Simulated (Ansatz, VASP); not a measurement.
**TiTl2H4: VASP beside Ansatz**

INCAR

```
SYSTEM = TiTl2H4
PREC     = Accurate       ! precision mode
ENCUT    = 600            ! plane-wave cutoff, eV
EDIFF    = 1E-6           ! SCF threshold, eV
ISMEAR   = 0              ! smearing method
SIGMA    = 0.1            ! smearing width, eV
LREAL    = .FALSE.        ! projectors in reciprocal space
LASPH    = .TRUE.         ! aspherical terms in the spheres
NELM     = 100            ! most SCF steps
ALGO     = Normal         ! electronic algorithm
ISIF     = 3              ! what is computed and relaxed
LWAVE    = .FALSE.        ! write WAVECAR
LCHARG   = .FALSE.        ! write CHGCAR
GGA      = PE             ! functional
IBRION   = 2              ! ionic algorithm
NSW      = 90             ! ionic steps
EDIFFG   = -0.04          ! ionic threshold
```

KPOINTS

```
regular mesh
0
G
  6 6 6
  0 0 0
```

POSCAR

```
TiTl2H4
1.0
   -2.6086031336      2.6086031336      3.6761389347
    2.6086031336     -2.6086031336      3.6761389347
    2.6086031336      2.6086031336     -3.6761389347
Ti Tl H
1 2 4
Direct
    0.0000000000      0.0000000000      0.0000000000
    0.7500000000      0.2500000000      0.5000000000
    0.2500000000      0.7500000000      0.5000000000
    0.2485875902      0.2485875902      0.4971751804
    0.2485875902      0.7514124098      0.0000000000
    0.7514124098      0.7514124098      0.5028248196
    0.7514124098      0.2485875902      0.0000000000
```

Input for Ansatz:

```yaml
crystal:
  lattice:
    - [-2.6086031336, 2.6086031336, 3.6761389347]
    - [2.6086031336, -2.6086031336, 3.6761389347]
    - [2.6086031336, 2.6086031336, -3.6761389347]
  atoms:
    - { symbol: Ti, position: [0.0, 0.0, 0.0] }
    - { symbol: Tl, position: [0.75, 0.25, 0.5] }
    - { symbol: Tl, position: [0.25, 0.75, 0.5] }
    - { symbol: H, position: [0.2485875902, 0.2485875902, 0.4971751804] }
    - { symbol: H, position: [0.2485875902, 0.7514124098, 0.0] }
    - { symbol: H, position: [0.7514124098, 0.7514124098, 0.5028248196] }
    - { symbol: H, position: [0.7514124098, 0.2485875902, 0.0] }
basis:
  ecutwfc: 420
kpoints:
  mp_grid: { grid: [6, 6, 6] }
hamiltonian:
  xc: pbe
scf:
  occupations: { method: gaussian, width: 0.1 }
  lower_state_search: "off"
output:
  forces: true
  stress: true
  eigenvalues: true
relax:
  adjacent_minimum: "off"
  f_tol: 0.04
  max_steps: 70
  cell: { stress_tol: 0.4 }
```

Alike in both runs: task relaxation of cell and atoms; functional PBE; k mesh 6 × 6 × 6; occupations gaussian, width 0.1 eV; no spin polarisation.

```csv
,VASP,Ansatz
version,VASP 6.6.1,Ansatz 0.2.0
potentials or method,"VASP PAW PBE potentials, release 64 (Ti_sv, Tl_d, H), cutoff 600 eV","scalar-relativistic, plane waves, PAW"
valence electrons in the cell,42,42
```

```tsv
	VASP	Ansatz	Ansatz less VASP
gap on the k mesh at the Fermi level, each at its own relaxed structure (eV)	none	none	-
relaxed volume (Å³/atom)	14.46	14.23	-0.229
relaxed cell length with the largest relative difference (Å)	5.259	5.248	-0.0107
```

A gap of «none» marks a metal or a gap that the smearing closes.

Neither program's run includes spin-orbit coupling.
